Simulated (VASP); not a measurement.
# B (P6_3/mmc) in VASP: further runs, part 3 of 3

VASP 6.6.1.

## Step 5: Relaxation of cell and atoms, LDA

This run uses another cell than the first one, of 6.55 Å³/atom, 0.677 times its volume.

Contents of INCAR:

```
SYSTEM = B
  ALGO = Normal
  EDIFF = 1E-7
  EDIFFG = -0.01
  ENCUT = 910
  GGA = CA
  GGA_COMPAT = .FALSE.
  IBRION = 2
  ISIF = 3
  ISMEAR = -1
  LASPH = .TRUE.
  LCHARG = .FALSE.
  LREAL = .FALSE.
  LWAVE = .FALSE.
  NELM = 120
  NELMIN = 4
  NSW = 80
  PREC = Accurate
  SIGMA = 0.1
```

Contents of KPOINTS:

```
k-points
0
G
  17 17 5
  0 0 0
```

Contents of POSCAR:

```
B
1.0
    2.1005919712      0.0000000000      0.0000000000
   -1.0502959856      1.8191660100      0.0000000000
    0.0000000000      0.0000000000      6.8605333778
B
4
Direct
    0.0000000000      0.0000000000      0.0000000000
    0.0000000000      0.0000000000      0.5000000000
    0.3333333333      0.6666666667      0.2500000000
    0.6666666667      0.3333333333      0.7500000000
```

Potentials or basis: VASP PAW LDA potentials, release 64 (B_h).

The run is started by

```
$ cat potpaw_LDA.64/B_h/POTCAR > POTCAR
$ mpirun -np 1 vasp_std > vasp.out
```

OUTCAR:

```text
SYSTEM = B
   EDIFF = 1E-7
   EDIFFG = -0.01
   ENCUT = 910
   GGA = CA
   IBRION = 2
   ISIF = 3
   ISMEAR = -1
   LASPH = .TRUE.
   LREAL = .FALSE.
   NELM = 120
   NELMIN = 4
   NSW = 80
   PREC = Accurate

 ion  position               nearest neighbor table
   1  0.000  0.000  0.000-
   2  0.000  0.000  0.500-
   3  0.333  0.667  0.250-
   4  0.667  0.333  0.750-

  LATTYP: Found a hexagonal cell.
 ALAT       =     2.1005919712
 C/A-ratio  =     3.2659999999

  Lattice vectors:

 A1 = (   2.1005919712,   0.0000000000,   0.0000000000)
 A2 = (  -1.0502959856,   1.8191660100,   0.0000000000)
 A3 = (   0.0000000000,   0.0000000000,   6.8605333778)

Analysis of symmetry for initial positions (statically):
=====================================================================
 Subroutine PRICEL returns:
 Original cell was already a primitive cell.

 Routine SETGRP: Setting up the symmetry group for a
 hexagonal supercell.

 Subroutine GETGRP returns: Found 24 space group operations
 (whereof 12 operations were pure point group operations)
 out of a pool of 24 trial point group operations.

The static configuration has the point symmetry D_3d.
 The point group associated with its full space group is D_6h.

Analysis of symmetry for dynamics (positions and initial velocities):
=====================================================================
 Subroutine PRICEL returns:
 Original cell was already a primitive cell.

 Routine SETGRP: Setting up the symmetry group for a
 hexagonal supercell.

 Subroutine GETGRP returns: Found 24 space group operations
 (whereof 12 operations were pure point group operations)
 out of a pool of 24 trial point group operations.

The dynamic configuration has the point symmetry D_3d.
 The point group associated with its full space group is D_6h.

 Subroutine INISYM returns: Found 24 space group operations
 (whereof 12 operations are pure point group operations),
 and found     1 'primitive' translations

----------------------------------------------------------------------------------------

                                     Primitive cell

  volume of cell :      26.2163

  direct lattice vectors                    reciprocal lattice vectors
     2.100591971  0.000000000  0.000000000     0.476056280  0.274851222  0.000000000
    -1.050295986  1.819166010  0.000000000     0.000000000  0.549702443  0.000000000
     0.000000000  0.000000000  6.860533378     0.000000000  0.000000000  0.145761262

  length of vectors
     2.100591971  2.100591971  6.860533378     0.549702443  0.549702443  0.145761262

  position of ions in fractional coordinates (direct lattice)
     0.000000000  0.000000000  0.000000000
     0.000000000  0.000000000  0.500000000
     0.333333333  0.666666667  0.250000000
     0.666666667  0.333333333  0.750000000

  ion indices of the primitive-cell ions
   primitive index   ion index
                 1           1
                 2           2
                 3           3
                 4           4

----------------------------------------------------------------------------------------

 KPOINTS: k-points

Automatic generation of k-mesh.
[... 63 lines left out ...]
   LASPH  =      T    aspherical Exc in radial PAW
   ENCUT  =  910.0 eV  66.88 Ry    8.18 a.u.   5.17  5.17 16.87*2*pi/ulx,y,z
   NELM   =    120;   NELMIN=  4; NELMDL= -5     # of ELM steps
   EDIFF  = 0.1E-06   stopping-criterion for ELM
   LREAL  =      F    real-space projection
   EDIFFG = -.1E-01   stopping-criterion for IOM
   NSW    =     80    number of steps for IOM
   IBRION =      2    ionic relax: 0-MD 1-quasi-New 2-CG
   NFREE  =      1    steps in history (QN), initial steepest desc. (CG)
   ISIF   =      3    stress and relaxation
   ISYM   =      2    0-nonsym 1-usesym 2-fastsym
   POTIM  = 0.5000    time-step for ionic-motion
   TEBEG  =    0.0;   TEEND  =   0.0 temperature during run
   PSTRESS=    0.0 pullay stress
   NELECT =      12.0000    total number of electrons
   NUPDOWN=      -1.0000    fix difference up-down
   EMIN   =  10.00;   EMAX   =-10.00  energy-range for DOS
   EFERMI =   0.00;   METHOD = LEGACY
   ISMEAR =    -1;   SIGMA  =   0.10  broadening in eV -4-tet -1-fermi 0-gaus
   EFERMI_NEDOS =   21; number of points for ismear=-14 and -15
   IALGO  =     38    algorithm
   IMIX   =      4    mixing-type and parameters
     AMIX     =   0.40;   BMIX     =  1.00
     AMIX_MAG =   1.60;   BMIX_MAG =  1.00
  volume/ion in A,a.u.               =       6.55        44.23
  Fermi-wavevector in a.u.,A,eV,Ry     =   1.261667  2.384204 21.657789  1.591803
  Thomas-Fermi vector in A             =   2.395114
   LORBIT       =      0    0 simple, 1 ext, 2 COOP (PROOUT), +10 PAW based schemes
   GGA     = CA    functional components
   LHFCALC =     F    Hartree Fock is set to
   AEXX    =    0.0000 exact exchange contribution
   IVDW    =     0    specifies the selected vdW correction
   LEPSILON=     F    determine dielectric tensor
   LRPA    =     F    only Hartree local field effects (RPA)
 conjugate gradient relaxation of ions
 non-spin polarized calculation
  energy-cutoff  :      910.00
  volume of cell :       26.22
 maximum number of plane-waves:      1651
 NGX is ok and might be reduce to    24
   NGX = 11   NGY = 11   NGZ = 33

--------------------------------------- Ionic step        1  -------------------------------------------

 number of electron      12.0000000 magnetization

 Free energy of the ion-electron system (eV)
  ---------------------------------------------------
  ext. energy  EPLUGINS =         0.00000000
  ---------------------------------------------------
  free energy    TOTEN  =       -23.80053766 eV

  energy without entropy =      -23.77171145  energy(sigma->0) =      -23.78612455

------------------------ aborting loop because EDIFF is reached ----------------------------------------

  FORCE on cell =-STRESS in cart. coord.  units (eV):
  Direction    XX          YY          ZZ          XY          YZ          ZX
  --------------------------------------------------------------------------------------
  -------------------------------------------------------------------------------------
  Total       -5.1638479     -5.1638479     -3.6501711      0.0000000     -0.0000000      0.0000000
  in kB     -315.5819159   -315.5819159   -223.0755046      0.0000000     -0.0000000      0.0000000
  external PRESSURE =    -284.7464455 kB  Pullay stress =       0.0000000 kB
[... 95 lines left out ...]
  FREE ENERGIE OF THE ION-ELECTRON SYSTEM (eV)
  ---------------------------------------------------
  free  energy   TOTEN  =       -24.1290291957 eV

  energy  without entropy=      -24.1014058479  energy(sigma->0) =      -24.11521752

 E-fermi :  10.8160     XC(G=0): -12.5044

 val. band max:       10.7948357859   @ k =   0.3529   0.2353   0.2000
 cond. band min:      10.8378852139   @ k =   0.3529   0.2353   0.4000
 fundamental gap:      0.0430494280
 Fermi energy:        10.8160357751

 k-point     1 :       0.0000    0.0000    0.0000
  band No.  band energies     occupation
      1      -7.9785      2.00000
      2      -7.1621      2.00000
      3      -7.1618      2.00000
      4      -5.8689      2.00000
      5      -0.5715      2.00000
      6       2.5067      2.00000
      7       2.5155      2.00000
      8       6.2734      2.00000
      9      16.3068      0.00000
     10      22.3867      0.00000
[... 287 lines left out ...]
 k-point    24 :       0.1765    0.1765    0.0000
  band No.  band energies     occupation
      1      -3.3955      2.00000
      2      -2.7610      2.00000
      3      -2.7598      2.00000
      4      -1.9077      2.00000
      5       6.1349      2.00000
      6       8.7890      2.00000
      7       8.7997      2.00000
      8      12.6187      0.00000
      9      19.6049      0.00000
     10      22.7994      0.00000

 [... further k-points ...]

[... ionic steps 4 to 27 ...]

--------------------------------------- Ionic step       28  -------------------------------------------

 number of electron      11.9999997 magnetization

------------------------ aborting loop because EDIFF is reached ----------------------------------------
[... 71 lines left out ...]
--------------------------------------- Ionic step       30  -------------------------------------------

 number of electron      11.9999997 magnetization

 Free energy of the ion-electron system (eV)
  ---------------------------------------------------
  ext. energy  EPLUGINS =         0.00000000
  ---------------------------------------------------
  free energy    TOTEN  =       -26.34877646 eV

  energy without entropy =      -26.31291227  energy(sigma->0) =      -26.33084437

 E-fermi :   9.0748     XC(G=0): -11.8691

 val. band max:        9.0715689928   @ k =   0.3529   0.2353   0.0000
 cond. band min:       9.1152389427   @ k =   0.2353   0.1176   0.4000
 fundamental gap:      0.0436699499
 Fermi energy:         9.0748002395

 k-point     1 :       0.0000    0.0000    0.0000
  band No.  band energies     occupation
      1      -8.5983      2.00000
      2      -7.9806      2.00000
      3      -7.9794      2.00000
      4      -7.1096      2.00000
      5      -0.9696      2.00000
      6       1.4198      2.00000
      7       1.4315      2.00000
      8       4.4756      2.00000
      9      13.7578      0.00000
     10      18.9113      0.00000
[... 330 lines left out ...]
  FREE ENERGIE OF THE ION-ELECTRON SYSTEM (eV)
  ---------------------------------------------------
  free  energy   TOTEN  =       -26.3487764645 eV

  energy  without entropy=      -26.3129122686  energy(sigma->0) =      -26.33084437

 reached required accuracy - stopping structural energy minimisation
```

CONTCAR:

```text
B
   1.00000000000000
     1.6977767395150489   -0.0000000000000009    0.0000000000000000
    -0.8488883697575246    1.4703177863575299    0.0000000000000000
    -0.0000000000000000   -0.0000000000000001   11.6023823800859667
  B
     4
Direct
     0.0000000000000000    0.0000000000000000    0.0000000000000000
     0.0000000000000000    0.0000000000000000    0.5000000000000000
     0.3333333332999970    0.6666666667000030    0.2500000000000000
     0.6666666667000030    0.3333333332999970    0.7500000000000000

  0.00000000E+00  0.00000000E+00  0.00000000E+00
  0.00000000E+00  0.00000000E+00  0.00000000E+00
  0.00000000E+00  0.00000000E+00  0.00000000E+00
  0.00000000E+00  0.00000000E+00  0.00000000E+00
```

Wall time 7.4 min (1 thread of AMD EPYC 9R45 (Zen 5), shared host); peak memory 0.16 GiB.

Results:

| Quantity | Value |
| --- | --- |
| Free energy | -26.3488 eV |
| Relaxed volume | 7.24 Å³/atom |
| Relaxed cell | a = 1.698 Å, b = 1.698 Å, c = 11.602 Å, α = 90.00°, β = 90.00°, γ = 120.00° |
| Space group after relaxing (to 0.05 Å) | P6_3/mmc (No. 194) |
| Energy gained by relaxing | 637.1 meV/atom |
| Ionic steps | 30 |
| Pressure after relaxing | 0.0 GPa |
| Band gap on the k mesh | zero (band 6 reaches 11.85 eV, above the bottom of band 7 at 1.43 eV) |

Step by step:
| step | energy change (eV) | largest force (eV/Å) | pressure (GPa) | volume (Å³) |
| --- | --- | --- | --- | --- |
| 1 | 0.0000 | 0.0000 | -28.47 | 26.22 |
| 2 | -0.2927 | 0.0000 | 13.58 | 22.04 |
| 3 | -0.3285 | 0.0000 | 0.93 | 22.96 |
| 4 | -0.3535 | 0.0000 | 1.33 | 22.96 |
| 5 | -0.4710 | 0.0000 | 2.68 | 22.90 |
| 6 | -0.7650 | 0.0000 | 10.89 | 22.67 |
| 7 | -0.9153 | 0.0000 | 50.06 | 21.70 |
| 8 | -0.9532 | 0.0000 | 44.72 | 21.82 |
| 9 | -0.9547 | 0.0000 | 44.84 | 21.83 |
| 10 | -0.9590 | 0.0000 | 45.19 | 21.85 |
| 11 | -0.9673 | 0.0000 | 45.88 | 21.88 |
| 12 | -0.9828 | 0.0000 | 47.03 | 21.93 |
| 13 | -1.0188 | 0.0000 | 48.91 | 22.03 |
| 14 | -1.1632 | 0.0000 | 53.48 | 22.19 |
| 15 | -1.3253 | 0.0000 | 76.72 | 22.32 |
| 16 | -1.3625 | 0.0000 | 79.38 | 22.65 |
| 17 | -1.3618 | 0.0000 | 79.62 | 22.68 |
| 18 | -1.4732 | 0.0000 | 74.62 | 22.93 |
| 19 | -1.7699 | 0.0000 | 60.56 | 23.69 |
| 20 | -2.2067 | 0.0000 | 36.40 | 25.27 |
| 21 | -2.5446 | 0.0000 | 0.87 | 28.61 |
| 22 | -2.5453 | 0.0000 | -0.41 | 28.77 |
| 23 | -2.5450 | 0.0000 | -1.45 | 28.90 |
| 24 | -2.5460 | 0.0000 | -0.91 | 28.87 |
| 25 | -2.5473 | 0.0000 | 0.73 | 28.76 |
| 26 | -2.5474 | 0.0000 | 0.82 | 28.76 |
| 27 | -2.5476 | 0.0000 | 0.72 | 28.78 |
| 28 | -2.5480 | 0.0000 | 0.43 | 28.86 |
| 29 | -2.5482 | 0.0000 | -0.14 | 29.00 |
| 30 | -2.5482 | 0.0000 | 0.02 | 28.96 |

Final structure:
```yaml
crystal:
  lattice:
    - [1.69778, 0.00000, 0.00000]
    - [-0.84889, 1.47032, 0.00000]
    - [0.00000, 0.00000, 11.60238]
  atoms:
    - { symbol: B, position: [0.00000, 0.00000, 0.00000] }
    - { symbol: B, position: [0.00000, 0.00000, 0.50000] }
    - { symbol: B, position: [0.33333, 0.66667, 0.25000] }
    - { symbol: B, position: [0.66667, 0.33333, 0.75000] }
```

Levels at points of the mesh, in eV from the Fermi level:
```tsv
k point	band 5	band 6	band 7	band 8	band 9	band 10
(0.00, 0.00, 0.00)	-10.04	-7.66	-7.64	-4.60	4.68	9.84
```

## Step 6: The runs side by side

```csv
task,potentials or basis,cell,k mesh,cutoff (eV),second run,gap on the mesh (eV),pressure (GPa),relaxed volume (Å³/atom)
single point,"VASP PAW LDA potentials, release 64 (B)","a = 1.762, b = 1.762, c = 14.406 Å, angles 90.0, 90.0, 120.0°, 4 atoms",24 × 24 × 3,520,-,none,-18.9,-
single point,"VASP PAW LDA potentials, release 64 (B)","a = 1.696, b = 1.696, c = 13.872 Å, angles 90.0, 90.0, 120.0°, 4 atoms",28 × 28 × 3,520,-,none,-0.6,-
relaxation of cell and atoms,"VASP PAW LDA potentials, release 64 (B)","relaxed from a = 2.101, b = 2.101, c = 6.861 Å, angles 90.0, 90.0, 120.0°, 4 atoms",17 × 17 × 5,600,-,none,0.0,7.50
relaxation of cell and atoms,"VASP PAW LDA potentials, release 64 (B_h)","relaxed from a = 2.101, b = 2.101, c = 6.861 Å, angles 90.0, 90.0, 120.0°, 4 atoms",17 × 17 × 5,910,hard_potentials,none,0.0,7.24
```

Alike in all rows: level LDA; no spin polarisation; smearing fermi-dirac 0.1 eV.

Absolute energies hang on the potentials; compare differences alone.
